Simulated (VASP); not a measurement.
# MgO (series) (Fm-3m) in VASP: a series of runs

Runs on MgO (series). Level: PBE. Tasks: single point.

All numbers are computed with VASP 6.6.1; they aren't measurements. Logs are shortened: lines on timing, memory, paths and dates and some standing lists are left out, and cuts for length are marked.

## 1. The cell of the first run

The structure is cubic, space group Fm-3m (No. 225). The conventional cell has a = 4.217 Å, b = 4.217 Å, c = 4.217 Å, α = 90.00°, β = 90.00°, γ = 90.00°. Within 2.8 Å of Mg (site symmetry m-3m) lie 6 O at 2.11 Å. Within 2.8 Å of O (site symmetry m-3m) lie 6 Mg at 2.11 Å.

## 2. Single point, PBE

Input file INCAR:

```
SYSTEM = MgO
PREC = Accurate
ENCUT = 600
EDIFF = 1E-6
ISMEAR = 0
SIGMA = 0.02
LREAL = .False.
LASPH = .True.
NELM = 120
ALGO = Normal
ISIF = 2
LWAVE = .False.
LCHARG = .False.
GGA = PE
NBANDS = 11
GGA_COMPAT = .False.
```

Input file KPOINTS:

```
regular mesh
0
Gamma
  8 8 8
  0 0 0
```

Input file POSCAR:

```
MgO
1.0
    0.0000000000      2.1085000000      2.1085000000
    2.1085000000      0.0000000000      2.1085000000
    2.1085000000      2.1085000000      0.0000000000
Mg O
1 1
Direct
    0.0000000000      0.0000000000      0.0000000000
    0.5000000000      0.5000000000      0.5000000000
```

Potentials or basis: VASP PAW PBE potentials, release 64 (Mg, O).

On the command line:

```bash
$ cat potpaw_PBE.64/Mg/POTCAR potpaw_PBE.64/O/POTCAR > POTCAR
$ mpirun -np 1 vasp_std > vasp.out
```

OUTCAR:

```text
SYSTEM = MgO
   PREC = Accurate
   ENCUT = 600
   EDIFF = 1E-6
   ISMEAR = 0
   LREAL = .False.
   LASPH = .True.
   NELM = 120
   ISIF = 2
   GGA = PE

 ion  position               nearest neighbor table
   1  0.000  0.000  0.000-   2 2.11   2 2.11   2 2.11   2 2.11   2 2.11   2 2.11
   2  0.500  0.500  0.500-   1 2.11   1 2.11   1 2.11   1 2.11   1 2.11   1 2.11

  LATTYP: Found a face centered cubic cell.
 ALAT       =     4.2170000000

  Lattice vectors:

 A1 = (   0.0000000000,   2.1085000000,   2.1085000000)
 A2 = (   2.1085000000,   0.0000000000,   2.1085000000)
 A3 = (   2.1085000000,   2.1085000000,   0.0000000000)

Analysis of symmetry for initial positions (statically):
=====================================================================
 Subroutine PRICEL returns:
 Original cell was already a primitive cell.

 Routine SETGRP: Setting up the symmetry group for a
 face centered cubic supercell.

 Subroutine GETGRP returns: Found 48 space group operations
 (whereof 48 operations were pure point group operations)
 out of a pool of 48 trial point group operations.

The static configuration has the point symmetry O_h .

Analysis of symmetry for dynamics (positions and initial velocities):
=====================================================================
 Subroutine PRICEL returns:
 Original cell was already a primitive cell.

 Routine SETGRP: Setting up the symmetry group for a
 face centered cubic supercell.

 Subroutine GETGRP returns: Found 48 space group operations
 (whereof 48 operations were pure point group operations)
 out of a pool of 48 trial point group operations.

The dynamic configuration has the point symmetry O_h .

 Subroutine INISYM returns: Found 48 space group operations
 (whereof 48 operations are pure point group operations),
 and found     1 'primitive' translations

----------------------------------------------------------------------------------------

                                     Primitive cell

  volume of cell :      18.7478

  direct lattice vectors                    reciprocal lattice vectors
     0.000000000  2.108500000  2.108500000    -0.237135404  0.237135404  0.237135404
     2.108500000  0.000000000  2.108500000     0.237135404 -0.237135404  0.237135404
     2.108500000  2.108500000  0.000000000     0.237135404  0.237135404 -0.237135404

  length of vectors
     2.981869296  2.981869296  2.981869296     0.410730569  0.410730569  0.410730569

  position of ions in fractional coordinates (direct lattice)
     0.000000000  0.000000000  0.000000000
     0.500000000  0.500000000  0.500000000

[... 85 lines left out ...]
   TEBEG  =    0.0;   TEEND  =   0.0 temperature during run
   PSTRESS=    0.0 pullay stress
   NELECT =       8.0000    total number of electrons
   NUPDOWN=      -1.0000    fix difference up-down
   EMIN   =  10.00;   EMAX   =-10.00  energy-range for DOS
   EFERMI =   0.00;   METHOD = LEGACY
   ISMEAR =     0;   SIGMA  =   0.02  broadening in eV -4-tet -1-fermi 0-gaus
   EFERMI_NEDOS =   21; number of points for ismear=-14 and -15
   IALGO  =     38    algorithm
   IMIX   =      4    mixing-type and parameters
     AMIX     =   0.40;   BMIX     =  1.00
     AMIX_MAG =   1.60;   BMIX_MAG =  1.00
  volume/ion in A,a.u.               =       9.37        63.26
  Fermi-wavevector in a.u.,A,eV,Ry     =   1.232503  2.329092 20.668107  1.519063
  Thomas-Fermi vector in A             =   2.367270
   LORBIT       =      0    0 simple, 1 ext, 2 COOP (PROOUT), +10 PAW based schemes
   GGA     = PE    functional components
   LHFCALC =     F    Hartree Fock is set to
   AEXX    =    0.0000 exact exchange contribution
   IVDW    =     0    specifies the selected vdW correction
   LEPSILON=     F    determine dielectric tensor
   LRPA    =     F    only Hartree local field effects (RPA)
 non-spin polarized calculation
 Gauss-broadening in eV      SIGMA  =   0.02
  energy-cutoff  :      600.00
  volume of cell :       18.75
 maximum number of plane-waves:       638
   NGX = 11   NGY = 11   NGZ = 11

 number of electron       8.0000005 magnetization

 Free energy of the ion-electron system (eV)
  ---------------------------------------------------
  ext. energy  EPLUGINS =         0.00000000
  ---------------------------------------------------
  free energy    TOTEN  =       -11.91055272 eV

  energy without entropy =      -11.91055272  energy(sigma->0) =      -11.91055272

 E-fermi :   3.3315     XC(G=0): -11.0616

 val. band max:        3.1587128868   @ k =   0.0000   0.0000   0.0000
 cond. band min:       7.8522554640   @ k =   0.0000   0.0000   0.0000
 fundamental gap:      4.6935425772
 Fermi energy:         3.3314817876

 k-point     1 :       0.0000    0.0000    0.0000
  band No.  band energies     occupation
      1     -14.0858      2.00000
      2       3.1587      2.00000
      3       3.1587      2.00000
      4       3.1587      2.00000
      5       7.8523      0.00000
      6      18.9410      0.00000
      7      18.9410      0.00000
      8      18.9410      0.00000
      9      22.8472      0.00000
     10      24.6187      0.00000
     11      24.6187      0.00000
[... 309 lines left out ...]
 k-point    24 :      -0.3750    0.2500    0.1250
  band No.  band energies     occupation
      1     -12.6615      2.00000
      2      -0.8270      2.00000
      3       1.2326      2.00000
      4       2.1771      2.00000
      5      12.8071      0.00000
      6      15.3242      0.00000
      7      16.6135      0.00000
      8      20.0151      0.00000
      9      23.6453      0.00000
     10      25.1904      0.00000
     11      29.2644      0.00000

 [... further k-points ...]

------------------------ aborting loop because EDIFF is reached ----------------------------------------

  FORCE on cell =-STRESS in cart. coord.  units (eV):
  Direction    XX          YY          ZZ          XY          YZ          ZX
  --------------------------------------------------------------------------------------
  -------------------------------------------------------------------------------------
  Total        0.3636163      0.3636163      0.3636163     -0.0000000      0.0000000      0.0000000
  in kB       31.0744238     31.0744238     31.0744238     -0.0000000      0.0000000      0.0000000
  external PRESSURE =      31.0744238 kB  Pullay stress =       0.0000000 kB

 VOLUME and BASIS-vectors are now :
 -----------------------------------------------------------------------------
  energy-cutoff  :      600.00
  volume of cell :       18.75
      direct lattice vectors                 reciprocal lattice vectors
     0.000000000  2.108500000  2.108500000    -0.237135404  0.237135404  0.237135404
     2.108500000  0.000000000  2.108500000     0.237135404 -0.237135404  0.237135404
     2.108500000  2.108500000  0.000000000     0.237135404  0.237135404 -0.237135404

 POSITION                                       TOTAL-FORCE (eV/Angst)
 -----------------------------------------------------------------------------------
      0.00000      0.00000      0.00000         0.000000      0.000000      0.000000
      2.10850      2.10850      2.10850        -0.000000     -0.000000     -0.000000
 -----------------------------------------------------------------------------------
    total drift:                               -0.000000     -0.000000      0.000000

  FREE ENERGIE OF THE ION-ELECTRON SYSTEM (eV)
  ---------------------------------------------------
  free  energy   TOTEN  =       -11.9105527190 eV

  energy  without entropy=      -11.9105527190  energy(sigma->0) =      -11.91055272
```

Wall time 8.6 s (1 thread of Intel Xeon 8259CL, shared host); peak memory 0.14 GiB.

Results:

| Item | Value |
| --- | --- |
| Free energy | -11.9106 eV |
| Pressure | 3.1 GPa |
| Band gap on the k mesh | 4.69 eV, direct |

## 3. Single point, PBE

Input file INCAR:

```
ALGO = Normal ; EDIFF = 1E-6
ENCUT = 600 ; GGA = PE
GGA_COMPAT = False ; ISIF = 2
ISMEAR = 0 ; LASPH = True
LCHARG = False ; LREAL = False
LWAVE = False ; NBANDS = 11
NELM = 120 ; PREC = Accurate
SIGMA = 0.02
```

Input file KPOINTS:

```
k-points
0
Gamma
  8 8 8
```

POSCAR is that of step 2.

Potentials or basis: VASP PAW PBE potentials, release 64 (Mg, O).

On the command line:

```bash
$ cat potpaw_PBE.64/Mg/POTCAR potpaw_PBE.64/O/POTCAR > POTCAR
$ mpirun -np 1 vasp_std > vasp.out
```

It took 9.3 s on 1 thread of Intel Xeon 8259CL, shared host; peak memory 0.14 GiB.

The run converged. Its results:

```
Free energy            : -11.9106 eV
Pressure               : 3.1 GPa
Band gap on the k mesh : 4.69 eV, direct
```

Levels at points of the mesh, in eV from the valence-band top:
| k point | band 1 | band 2 | band 3 | band 4 | band 5 | band 6 | band 7 | band 8 | band 9 |
| --- | --- | --- | --- | --- | --- | --- | --- | --- | --- |
| (0.00, 0.00, 0.00) | -17.24 | 0.00 | 0.00 | 0.00 | 4.69 | 15.78 | 15.78 | 15.78 | 19.69 |
| (0.50, 0.00, 0.00) | -15.97 | -4.60 | -0.65 | -0.65 | 7.88 | 12.57 | 16.28 | 16.28 | 20.84 |
| (0.50, 0.50, 0.00) | -15.71 | -4.07 | -1.34 | -1.34 | 9.12 | 9.93 | 13.06 | 18.92 | 18.92 |

As with any semilocal functional, this PBE gap is likely too small.

## 4. Single point, PBE

Input file INCAR:

```
SYSTEM = MgO
PREC     = Accurate       ! precision mode
ENCUT    = 600            ! plane-wave cutoff, eV
EDIFF    = 1E-6           ! SCF threshold, eV
ISMEAR   = 0              ! smearing method
SIGMA    = 0.02           ! smearing width, eV
LREAL    = .False.        ! projectors in reciprocal space
LASPH    = .True.         ! aspherical terms in the spheres
NELM     = 120            ! most SCF steps
ALGO     = Normal         ! electronic algorithm
ISIF     = 2              ! what is computed and relaxed
LWAVE    = .False.        ! write WAVECAR
LCHARG   = .True.         ! write CHGCAR
GGA      = PE             ! functional
LELF     = .True.         ! ELF
LVHAR    = .True.       
NBANDS   = 11             ! bands
GGA_COMPAT= .False.
```

Input file KPOINTS:

```
regular mesh
0
Gamma
  12 12 12
  0 0 0
```

POSCAR is that of step 3.

On the command line:

```bash
$ cat potpaw_PBE.64/Mg/POTCAR potpaw_PBE.64/O/POTCAR > POTCAR
$ mpirun -np 1 vasp_std > vasp.out
```

Run time: 17 s. Hardware: 1 thread of Intel Xeon 8259CL, shared host; peak memory 0.15 GiB.

It converged, with:

* Free energy: -11.9105 eV
* Pressure: 3.1 GPa
* Band gap on the k mesh: 4.69 eV, direct

Levels at points of the mesh, in eV from the valence-band top:
| k point | band 2 | band 3 | band 4 | band 5 | band 6 | band 7 |
| --- | --- | --- | --- | --- | --- | --- |
| (0.00, 0.00, 0.00) | 0.00 | 0.00 | 0.00 | 4.69 | 15.78 | 15.78 |
| (0.50, 0.00, 0.00) | -4.60 | -0.65 | -0.65 | 7.88 | 12.57 | 16.28 |
| (0.50, 0.50, 0.00) | -4.07 | -1.34 | -1.34 | 9.12 | 9.93 | 13.06 |

## 5. Single point, PBE

Input file INCAR:

```
SYSTEM = MgO
PREC = Accurate
ENCUT = 600
EDIFF = 1E-6
ISMEAR = 0
SIGMA = 0.02
LREAL = .False.
LASPH = .True.
NELM = 120
ALGO = Normal
ISIF = 2
LWAVE = .False.
LCHARG = .False.
GGA = PE
NBANDS = 11
GGA_COMPAT = .False.
```

Input file KPOINTS:

```
regular mesh
0
Gamma
  16 16 16
  0 0 0
```

POSCAR is that of step 4.

On the command line:

```bash
$ cat potpaw_PBE.64/Mg/POTCAR potpaw_PBE.64/O/POTCAR > POTCAR
$ mpirun -np 1 vasp_std > vasp.out
```

It took 30 s on 1 thread of Intel Xeon 8259CL, shared host; peak memory 0.17 GiB.

It converged, with:

- Free energy: -11.9105 eV
- Pressure: 3.1 GPa
- Band gap on the k mesh: 4.69 eV, direct

Levels at points of the mesh, in eV from the valence-band top:
```csv
k point,band 2,band 3,band 4,band 5,band 6,band 7
"(0.00, 0.00, 0.00)",0.00,0.00,0.00,4.69,15.78,15.78
"(0.50, 0.00, 0.00)",-4.60,-0.65,-0.65,7.88,12.57,16.28
"(0.50, 0.50, 0.00)",-4.07,-1.34,-1.34,9.12,9.93,13.06
```

A k mesh can miss the band edges. Expect the measured gap to be larger: semilocal functionals such as PBE lack the derivative discontinuity.

## 6. Summary

| k mesh | gap on the mesh (eV) | pressure (GPa) |
| --- | --- | --- |
| 8 × 8 × 8 | 4.69 | 3.1 |
| 12 × 12 × 12 | 4.69 | 3.1 |
| 16 × 16 × 16 | 4.69 | 3.1 |

Alike in all rows: task single point; level PBE; potentials or basis VASP PAW PBE potentials, release 64 (Mg, O); no spin polarisation; cell as given; cutoff (eV) 600; smearing gaussian 0.02 eV.

On the cell as given the gap runs from 4.69 eV (PBE) to 4.69 eV (PBE); the meshes differ, which moves gaps too.

Absolute energies hang on the potentials; compare differences alone.
